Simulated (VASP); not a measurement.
AlGa3As4, 8 atoms in the cell. It takes space group P-43m (No. 215, cubic). The conventional cell has a = 5.504 Å, b = 5.504 Å, c = 5.504 Å, α = 90.00°, β = 90.00°, γ = 90.00°. Within 3.1 Å of Al (site symmetry -43m) lie 4 As at 2.38 Å. Ga (site symmetry -42m) has 4 As at 2.38 Å within 3.1 Å. As (site symmetry 3m) has 1 Al at 2.38 Å and 3 Ga at 2.38 Å within 3.1 Å. 

| Item | Value |
| --- | --- |
| Program | VASP 6.6.1 |
| Task | single point |
| Functional | PBE |
| Potentials or basis | VASP PAW PBE potentials, release 64 (Al, Ga_d, As) |
| Cutoff | 520 eV |
| k mesh | 4 × 4 × 4 |
| Occupations | gaussian, width 0.1 eV |
| Spin | no spin polarisation |
| Dipole correction | no |
| Further INCAR settings | ALGO = Normal; EDIFF = 1e-06; NBANDS = 41 |

Potentials or basis: VASP PAW PBE potentials, release 64 (Al, Ga_d, As).

Command:

```sh
$ cat potpaw_PBE.64/Al/POTCAR potpaw_PBE.64/Ga_d/POTCAR potpaw_PBE.64/As/POTCAR > POTCAR
$ mpirun -np 1 vasp_std > vasp.out
```

Hardware: 1 thread of Intel(R) Xeon(R) 6975P-C (Granite Rapids), on a shared host.

Problem. Estimate the wall time of this run.

Solution. It took 37 s on 1 thread of Intel(R) Xeon(R) 6975P-C (Granite Rapids) (shared host), peak memory 0.28 GiB. Counts: scf iterations 13, k points 10.
